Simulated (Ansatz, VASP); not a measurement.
# C: VASP beside Ansatz

```
C
1.0
     2.12732   -1.22828    0.00000
     2.12732    1.22828    0.00000
    -1.37907    0.00000    3.50283
C
2
Direct
  0.83336 0.83336 0.00009
  0.16664 0.16664 0.99991
```

Alike in both runs: task single point; functional PBEsol; k mesh 16 × 16 × 10; occupations fermi-dirac, width 0.15 eV; no spin polarisation.

```csv
,VASP,Ansatz
version,VASP 6.6.1,Ansatz 0.2.0
potentials or method,"VASP PAW PBE potentials, release 64 (C), cutoff 520 eV","plane waves, PAW"
valence electrons in the cell,8,8
```

|  | VASP | Ansatz | Ansatz less VASP |
| --- | --- | --- | --- |
| pressure (GPa) | 1.5 | 0.9 | -0.63 |
| traceless stress, the component that is largest in VASP (GPa) | -1.16 | -0.44 | +0.720 |

VASP's potentials were made for PBE, not for PBEsol. With one functional, cell and mesh, what is left measures potentials, basis and numerics.
